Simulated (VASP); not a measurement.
# W (Pm-3n) in VASP: further runs, part 2 of 2

VASP 6.6.1. The steps go on from the part before.

## Step 3: Relaxation of cell and atoms, r2SCAN

This run uses another cell than the first one, of 16.42 Å³/atom.

POSCAR

```
W
1.0
    5.0830000000      0.0000000000      0.0000000000
    0.0000000000      5.0830000000      0.0000000000
    0.0000000000      0.0000000000      5.0830000000
W
8
Direct
    0.0000000000      0.0000000000      0.0000000000
    0.5000000000      0.5000000000      0.5000000000
    0.0000000000      0.5000000000      0.2500000000
    0.0000000000      0.5000000000      0.7500000000
    0.2500000000      0.0000000000      0.5000000000
    0.7500000000      0.0000000000      0.5000000000
    0.5000000000      0.7500000000      0.0000000000
    0.5000000000      0.2500000000      0.0000000000
```

INCAR.step1

```
ALGO = Normal
EDIFF = 1E-5
EDIFFG = -0.005
ENCUT = 550
GGA = PE
GGA_COMPAT = False
IBRION = 2
ISIF = 3
ISMEAR = -1
LASPH = True
LCHARG = False
LREAL = False
LWAVE = True
NELM = 120
NELMIN = 4
NSW = 100
PREC = Accurate
SIGMA = 0.15
```

INCAR.step2

```
ALGO = Normal
EDIFF = 1E-7
EDIFFG = -0.005
ENCUT = 550
GGA_COMPAT = False
IBRION = 2
ISIF = 3
ISMEAR = -1
ISTART = 1
LASPH = True
LCHARG = False
LMIXTAU = True
LREAL = False
LWAVE = False
METAGGA = R2SCAN
NELM = 120
NELMIN = 4
NSW = 50
PREC = Accurate
SIGMA = 0.15
```

KPOINTS

```
k-points
0
Gamma
  5 5 5
```

Potentials or basis: VASP PAW PBE potentials, release 64 (W_sv).

The run is started by

```
$ cat potpaw_PBE.64/W_sv/POTCAR > POTCAR
$ cp INCAR.step1 INCAR
$ mpirun -np 1 vasp_std > vasp.out
$ cp INCAR.step2 INCAR
$ mpirun -np 1 vasp_std > vasp.out
```

OUTCAR:

```text
EDIFF = 1E-7
   EDIFFG = -0.005
   ENCUT = 550
   IBRION = 2
   ISIF = 3
   ISMEAR = -1
   ISTART = 1
   LASPH = True
   LREAL = False
   METAGGA = R2SCAN
   NELM = 120
   NELMIN = 4
   NSW = 50
   PREC = Accurate

 ion  position               nearest neighbor table
   1  0.000  0.000  0.000-   3 2.84   4 2.84   5 2.84   6 2.84   7 2.84   8 2.84   5 2.84   6 2.84
                             3 2.84   4 2.84   7 2.84   8 2.84
   2  0.500  0.500  0.500-   3 2.84   4 2.84   5 2.84   6 2.84   7 2.84   8 2.84   7 2.84   8 2.84
                             5 2.84   6 2.84   3 2.84   4 2.84
   3  0.000  0.500  0.250-   4 2.54   4 2.54   1 2.84   2 2.84   1 2.84   2 2.84   8 3.11   5 3.11
                             6 3.11   5 3.11   6 3.11   7 3.11   7 3.11   8 3.11
   4  0.000  0.500  0.750-   3 2.54   3 2.54   1 2.84   2 2.84   1 2.84   2 2.84   8 3.11   5 3.11
                             6 3.11   5 3.11   6 3.11   7 3.11   7 3.11   8 3.11
   5  0.250  0.000  0.500-   6 2.54   6 2.54   1 2.84   1 2.84   2 2.84   2 2.84   8 3.11   4 3.11
                             7 3.11   8 3.11   3 3.11   3 3.11   4 3.11   7 3.11
   6  0.750  0.000  0.500-   5 2.54   5 2.54   1 2.84   1 2.84   2 2.84   2 2.84   8 3.11   4 3.11
                             7 3.11   8 3.11   3 3.11   3 3.11   4 3.11   7 3.11
   7  0.500  0.750  0.000-   8 2.54   8 2.54   1 2.84   2 2.84   2 2.84   1 2.84   3 3.11   4 3.11
                             5 3.11   6 3.11   5 3.11   6 3.11   3 3.11   4 3.11
   8  0.500  0.250  0.000-   7 2.54   7 2.54   1 2.84   2 2.84   2 2.84   1 2.84   3 3.11   4 3.11
                             5 3.11   6 3.11   5 3.11   6 3.11   3 3.11   4 3.11

  LATTYP: Found a simple cubic cell.
 ALAT       =     5.0830000000

  Lattice vectors:

 A1 = (   5.0830000000,   0.0000000000,   0.0000000000)
 A2 = (   0.0000000000,   5.0830000000,   0.0000000000)
 A3 = (   0.0000000000,   0.0000000000,   5.0830000000)

Analysis of symmetry for initial positions (statically):
=====================================================================
 Subroutine PRICEL returns:
 Original cell was already a primitive cell.

 Routine SETGRP: Setting up the symmetry group for a
 simple cubic supercell.

 Subroutine GETGRP returns: Found 48 space group operations
 (whereof 24 operations were pure point group operations)
 out of a pool of 48 trial point group operations.

The static configuration has the point symmetry T_h .
 The point group associated with its full space group is O_h .

Analysis of symmetry for dynamics (positions and initial velocities):
=====================================================================
 Subroutine PRICEL returns:
 Original cell was already a primitive cell.

 Routine SETGRP: Setting up the symmetry group for a
 simple cubic supercell.

 Subroutine GETGRP returns: Found 48 space group operations
 (whereof 24 operations were pure point group operations)
 out of a pool of 48 trial point group operations.

The dynamic configuration has the point symmetry T_h .
 The point group associated with its full space group is O_h .

 Subroutine INISYM returns: Found 48 space group operations
 (whereof 24 operations are pure point group operations),
 and found     1 'primitive' translations

----------------------------------------------------------------------------------------

                                     Primitive cell

  volume of cell :     131.3289

  direct lattice vectors                    reciprocal lattice vectors
     5.083000000  0.000000000  0.000000000     0.196734212  0.000000000  0.000000000
     0.000000000  5.083000000  0.000000000     0.000000000  0.196734212  0.000000000
[... 46 lines left out ...]

 Subroutine IBZKPT returns following result:
 ===========================================

 Found     10 irreducible k-points:

 Following reciprocal coordinates:
            Coordinates               Weight
  0.000000  0.000000  0.000000      1.000000
  0.200000  0.000000  0.000000      6.000000
  0.400000  0.000000  0.000000      6.000000
  0.200000  0.200000  0.000000     12.000000
  0.400000  0.200000  0.000000     24.000000
  0.400000  0.400000  0.000000     12.000000
  0.200000  0.200000  0.200000      8.000000
  0.400000  0.200000  0.200000     24.000000
  0.400000  0.400000  0.200000     24.000000
  0.400000  0.400000  0.400000      8.000000
   k-points           NKPTS =     10   k-points in BZ     NKDIM =     10   number of bands    NBANDS=     67
   number of dos      NEDOS =    301   number of ions     NIONS =      8
   total plane-waves  NPLWV =  64000
   dimension x,y,z NGX =    40 NGY =   40 NGZ =   40
   dimension x,y,z NGXF=    80 NGYF=   80 NGZF=   80
   ions per type =               8
   NGX,Y,Z   is equivalent  to a cutoff of  13.08, 13.08, 13.08 a.u.
   NGXF,Y,Z  is equivalent  to a cutoff of  26.17, 26.17, 26.17 a.u.
 SYSTEM =  unknown system
   PREC   = accura    normal or accurate (medium, high low for compatibility)
   ISTART =      1    job   : 0-new  1-cont  2-samecut
   ICHARG =      0    charge: 1-file 2-atom 10-const
   ISPIN  =      1    spin polarized calculation?
   LNONCOLLINEAR =      F non collinear calculations
   LSORBIT =      F    spin-orbit coupling
   LASPH  =      T    aspherical Exc in radial PAW
   ENCUT  =  550.0 eV  40.42 Ry    6.36 a.u.   9.72  9.72  9.72*2*pi/ulx,y,z
   NELM   =    120;   NELMIN=  4; NELMDL=  0     # of ELM steps
   EDIFF  = 0.1E-06   stopping-criterion for ELM
   LREAL  =      F    real-space projection
   EDIFFG = -.5E-02   stopping-criterion for IOM
   NSW    =     50    number of steps for IOM
   IBRION =      2    ionic relax: 0-MD 1-quasi-New 2-CG
   NFREE  =      1    steps in history (QN), initial steepest desc. (CG)
   ISIF   =      3    stress and relaxation
   ISYM   =      2    0-nonsym 1-usesym 2-fastsym
   POTIM  = 0.5000    time-step for ionic-motion
   TEBEG  =    0.0;   TEEND  =   0.0 temperature during run
   PSTRESS=    0.0 pullay stress
   NELECT =     112.0000    total number of electrons
   NUPDOWN=      -1.0000    fix difference up-down
   EMIN   =  10.00;   EMAX   =-10.00  energy-range for DOS
   EFERMI =   0.00;   METHOD = LEGACY
   ISMEAR =    -1;   SIGMA  =   0.15  broadening in eV -4-tet -1-fermi 0-gaus
   EFERMI_NEDOS =   21; number of points for ismear=-14 and -15
   IALGO  =     38    algorithm
   IMIX   =      4    mixing-type and parameters
     AMIX     =   0.40;   BMIX     =  1.00
     AMIX_MAG =   1.60;   BMIX_MAG =  1.00
  volume/ion in A,a.u.               =      16.42       110.78
  Fermi-wavevector in a.u.,A,eV,Ry     =   1.552485  2.933771 32.792891  2.410209
  Thomas-Fermi vector in A             =   2.656853
   LORBIT       =      0    0 simple, 1 ext, 2 COOP (PROOUT), +10 PAW based schemes
   METAGGA = R2SCAN    functional components
   LHFCALC =     F    Hartree Fock is set to
   AEXX    =    0.0000 exact exchange contribution
   IVDW    =     0    specifies the selected vdW correction
   LEPSILON=     F    determine dielectric tensor
   LRPA    =     F    only Hartree local field effects (RPA)
 conjugate gradient relaxation of ions
 non-spin polarized calculation
  energy-cutoff  :      550.00
  volume of cell :      131.33
 maximum number of plane-waves:      3887
 NGX is ok and might be reduce to    40
   NGX = 19   NGY = 19   NGZ = 19

--------------------------------------- Ionic step        1  -------------------------------------------

 number of electron     111.9999988 magnetization

 Free energy of the ion-electron system (eV)
  ---------------------------------------------------
  ext. energy  EPLUGINS =         0.00000000
  ---------------------------------------------------
  free energy    TOTEN  =      -410.01869017 eV

  energy without entropy =     -409.77459368  energy(sigma->0) =     -409.89664193

------------------------ aborting loop because EDIFF is reached ----------------------------------------

  FORCE on cell =-STRESS in cart. coord.  units (eV):
  Direction    XX          YY          ZZ          XY          YZ          ZX
  --------------------------------------------------------------------------------------
  -------------------------------------------------------------------------------------
  Total       -3.4335566     -3.4335566     -3.4335566      0.0000000      0.0000000     -0.0000000
  in kB      -41.8884666    -41.8884666    -41.8884666      0.0000000      0.0000000     -0.0000000
  external PRESSURE =     -41.8884666 kB  Pullay stress =       0.0000000 kB
[... 113 lines left out ...]
--------------------------------------- Ionic step        4  -------------------------------------------

 number of electron     111.9999969 magnetization

 Free energy of the ion-electron system (eV)
  ---------------------------------------------------
  ext. energy  EPLUGINS =         0.00000000
  ---------------------------------------------------
  free energy    TOTEN  =      -410.04238004 eV

  energy without entropy =     -409.80302508  energy(sigma->0) =     -409.92270256

 E-fermi :  10.7256     XC(G=0): -14.8030

 val. band max:       10.5213981001   @ k =   0.4000   0.2000   0.0000
 cond. band min:      10.7374117726   @ k =   0.4000   0.0000   0.0000
 fundamental gap:      0.2160136724
 Fermi energy:        10.7255851294

 k-point     1 :       0.0000    0.0000    0.0000
  band No.  band energies     occupation
      1     -65.1954      2.00000
      2     -65.1411      2.00000
      3     -65.1411      2.00000
      4     -64.9849      2.00000
      5     -64.9849      2.00000
      6     -64.9849      2.00000
[... 724 lines left out ...]
  FREE ENERGIE OF THE ION-ELECTRON SYSTEM (eV)
  ---------------------------------------------------
  free  energy   TOTEN  =      -410.0423800417 eV

  energy  without entropy=     -409.8030250848  energy(sigma->0) =     -409.92270256

 reached required accuracy - stopping structural energy minimisation
```

Wall time 18 min (1 thread of Oxide Virtual Turin-like, shared host); peak memory 0.27 GiB.

What came out:

```yaml
Free_energy: -410.0424 eV
Relaxed_volume: 16.19 Å³/atom
Relaxed_cell: a = 5.060 Å, b = 5.060 Å, c = 5.060 Å, α = 90.00°, β = 90.00°, γ = 90.00°
Space_group_after_relaxing_to_0.1_Å: Pm-3n (No. 223)
Energy_gained_by_relaxing: 3.0 meV/atom
Ionic_steps: 4
Pressure_after_relaxing: 0.0 GPa
Band_gap_on_the_k_mesh: zero (bands 56 and 57 overlap by 0.46 eV)
```

Step by step:
| step | energy change (eV) | largest force (eV/Å) | pressure (GPa) | volume (Å³) |
| --- | --- | --- | --- | --- |
| 1 | 0.0000 | 0.0000 | -4.19 | 131.33 |
| 2 | 0.2937 | 0.0000 | 17.12 | 123.34 |
| 3 | -0.0237 | 0.0000 | -0.09 | 129.58 |
| 4 | -0.0237 | 0.0000 | 0.00 | 129.54 |

Final structure:
```
W
1.0
     5.05986    0.00000    0.00000
     0.00000    5.05986    0.00000
     0.00000    0.00000    5.05986
W
8
Direct
  0.00000 0.00000 0.00000
  0.50000 0.50000 0.50000
  0.00000 0.50000 0.25000
  0.00000 0.50000 0.75000
  0.25000 0.00000 0.50000
  0.75000 0.00000 0.50000
  0.50000 0.75000 0.00000
  0.50000 0.25000 0.00000
```

Levels at points of the mesh, in eV from the Fermi level:
| k point | band 52 | band 53 | band 54 | band 55 | band 56 | band 57 | band 58 | band 59 | band 60 | band 61 |
| --- | --- | --- | --- | --- | --- | --- | --- | --- | --- | --- |
| (0.00, 0.00, 0.00) | -2.20 | -1.51 | -1.51 | -0.39 | -0.39 | -0.39 | 1.80 | 1.80 | 1.80 | 1.87 |

Caveat: the PAW data sets were made with another functional, which shifts forces and pressure a little; spin-orbit coupling is left out, which moves the levels of the heavy elements.

The gap in the log of VASP goes by the Fermi energy; the results here count the filled bands.